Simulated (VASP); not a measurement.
Write the native input for VASP 6.6.1 that does the following.

* Task: single point
* Functional: PBE
* Potentials or basis: VASP PAW PBE potentials, release 64 (Ta_pv, N)
* Cutoff: 520 eV
* k mesh: 1 × 1 × 1, shifted
* Occupations: fermi-dirac, width 0.1379 eV
* Spin: no spin polarisation
* Dipole correction: no
* Mended: yes
* Further INCAR settings: LREAL = Auto; ALGO = Normal; EDIFF = 1e-06; NBANDS = 78; ISYM = -1

The structure of TaN lies in POSCAR:

```
TaN
1.0
    5.9152850000      0.1408810000      0.0440940000
    0.1408810000      5.6478040000     -0.2198280000
    0.0440940000     -0.2198280000      5.5198490000
Ta N
8 8
Direct
    0.4663454065      0.1404993366      0.1381667603
    0.2929506780      0.2448200299      0.6543012192
    0.6418338132      0.8664636197      0.7635009480
    0.4698898582      0.6612131919      0.2724451068
    0.9769973338      0.3505227032      0.1320891177
    0.9834361213      0.8404546909      0.1370700252
    0.1276901989      0.6874761592      0.6620572660
    0.7837757913      0.3345898590      0.6156725319
    0.0599736669      0.1185383188      0.4065603176
    0.7814347254      0.6009166646      0.9702487742
    0.8959244646      0.6341994694      0.4220483038
    0.2604289721      0.9342760380      0.8705416901
    0.2449332375      0.5402365388     -0.0083677956
    0.8022479302      0.0758023515      0.9616669150
    0.5695333426      1.0506827692      0.4561328559
    0.4747069684      0.5412191795      0.5847619021
```

These files were run (other wordings do the same):

INCAR

```
ALGO = Normal ; EDIFF = 1E-6
ENCUT = 520 ; GGA = PE
GGA_COMPAT = False ; ISIF = 2
ISMEAR = -1 ; ISYM = -1
LASPH = True ; LCHARG = False
LREAL = Auto ; LWAVE = False
NBANDS = 78 ; NELM = 120
PREC = Accurate ; SIGMA = 0.1379
```

KPOINTS

```
explicit points
1
Reciprocal
  0.25000000   0.25000000   0.25000000 1
```

Potentials or basis: VASP PAW PBE potentials, release 64 (Ta_pv, N).

Run with:

```sh
$ cat potpaw_PBE.64/Ta_pv/POTCAR potpaw_PBE.64/N/POTCAR > POTCAR
$ mpirun -np 1 vasp_std > vasp.out
```

Results of the run:

* Pressure: 17.0 GPa
* Largest force: 5.283 eV/Å

Caveat: the atoms stand as in a frame of molecular dynamics.

Run time: 44 s on 1 thread of Intel(R) Xeon(R) Platinum 8259CL CPU @ 2.50GHz (Skylake/Cascade Lake), with other jobs on the host, peak memory 0.28 GiB.
